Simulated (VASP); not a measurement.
Crystal: TaVN2.

```
CELL_PARAMETERS angstrom
3.07007 0.00000 0.00000
0.00000 3.07007 0.00000
0.00000 0.00000 4.32451
ATOMIC_POSITIONS crystal
Ta 0.00000 0.00000 0.00000
V 0.50000 0.50000 0.50000
N 0.50000 0.50000 0.00000
N 0.00000 0.00000 0.50000
```

This cell differs from its parent crystal: volume scaled by 1.02.

Base run:

```yaml
Program: VASP 6.6.1
Functional: LDA
Potentials_or_basis: VASP PAW LDA potentials, release 64 (Ta_pv, V_sv, N)
Cutoff: 600 eV
k_mesh: 9 × 9 × 6
Occupations: fermi-dirac, width 0.05 eV
Spin: collinear spin, ferromagnetic start
Starting_moments: "[0.0, 2.0, 0.0, 0.0] μB"
```

Its results: pressure -23.5 GPa; net moment 0.10 μB per cell; site moments Ta -0.01; V +0.09; N +0.00 μB.

**Question.** The run is repeated on the same cell with these changes: functional from LDA to PBE; potentials or basis from VASP PAW LDA potentials, release 64 (Ta_pv, V_sv, N) to VASP PAW PBE potentials, release 64 (Ta_pv, V_sv, N); cutoff from 600 eV to 520 eV. What comes out?

**Answer.** Pressure -5.7 GPa; net moment 1.23 μB per cell; site moments Ta -0.06; V +1.18; N +0.02 μB.
